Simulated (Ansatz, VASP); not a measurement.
## Ru in VASP and in Ansatz

```
Ru
1.0
     2.70580    0.00000    0.00000
    -1.35290    2.34329    0.00000
     0.00000    0.00000    4.28190
Ru
2
Direct
  0.66667 0.33333 0.75000
  0.33333 0.66667 0.25000
```

Alike in both runs: task relaxation of cell and atoms; functional revPBE; dispersion D4; k mesh 11 × 11 × 6; occupations fermi-dirac, width 0.05 eV; no spin polarisation.

|  | VASP | Ansatz |
| --- | --- | --- |
| version | VASP 6.6.1 | Ansatz 0.2.0 |
| potentials or method | VASP PAW PBE potentials, release 64 (Ru_pv) | Ansatz PAW |
| plane-wave cutoff (eV) | 600 | 420 |
| valence electrons in the cell | 28 | 32 |

|  | VASP | Ansatz | Ansatz less VASP |
| --- | --- | --- | --- |
| relaxed volume (Å³/atom) | 13.48 | 13.49 | +0.005 |
| relaxed cell length with the largest relative difference (Å) | 4.272 | 4.273 | +0.0014 |

VASP's potentials were made for PBE, not for revPBE. VASP's potentials hold 28 valence electrons a cell and Ansatz's 32, so a difference there can come from the potentials and not from the codes.

Noted on Ansatz's run: the plane-wave basis is chosen anew once the cell has moved, so the energies of steps on either side of that aren't comparable.
